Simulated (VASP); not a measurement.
Input of a VASP 6.6.1 run:

Contents of POSCAR:

```
Na2S
1.0
    0.0000000000      3.2554374458      3.2554374458
    3.2554374458      0.0000000000      3.2554374458
    3.2554374458      3.2554374458      0.0000000000
Na S
2 1
Direct
    0.2500000000      0.2500000000      0.2500000000
    0.7500000000      0.7500000000      0.7500000000
    0.0000000000      0.0000000000      0.0000000000
```

The input INCAR.step1:

```
ALGO = Normal ; EDIFF = 1E-5
ENCUT = 550 ; GGA = PE
GGA_COMPAT = False ; ISMEAR = 0
LASPH = True ; LCHARG = False
LREAL = False ; LWAVE = True
NBANDS = 17 ; NELM = 120
PREC = Accurate ; SIGMA = 0.01
```

File INCAR.step2:

```
ALGO = Normal ; EDIFF = 1E-6
ENCUT = 550 ; GGA_COMPAT = False
ISIF = 2 ; ISMEAR = 0
ISTART = 1 ; LASPH = True
LCHARG = True ; LELF = True
LMIXTAU = True ; LREAL = False
LVHAR = True ; LWAVE = False
METAGGA = R2SCAN ; NBANDS = 17
NELM = 120 ; PREC = Accurate
SIGMA = 0.01
```

File KPOINTS:

```
k-points
0
Gamma
  6 6 6
```

Potentials or basis: VASP PAW PBE potentials, release 64 (Na_pv, S).

Run with:

```sh
$ cat potpaw_PBE.64/Na_pv/POTCAR potpaw_PBE.64/S/POTCAR > POTCAR
$ cp INCAR.step1 INCAR
$ mpirun -np 1 vasp_std > vasp.out
$ cp INCAR.step2 INCAR
$ mpirun -np 1 vasp_std > vasp.out
```

Question: Predict the pressure.

Answer: -0.1 GPa.

Question: Estimate the band gap on the k mesh.

Answer: 3.11 eV.

Caveat: the PAW data sets were made with another functional, which shifts forces and pressure a little.
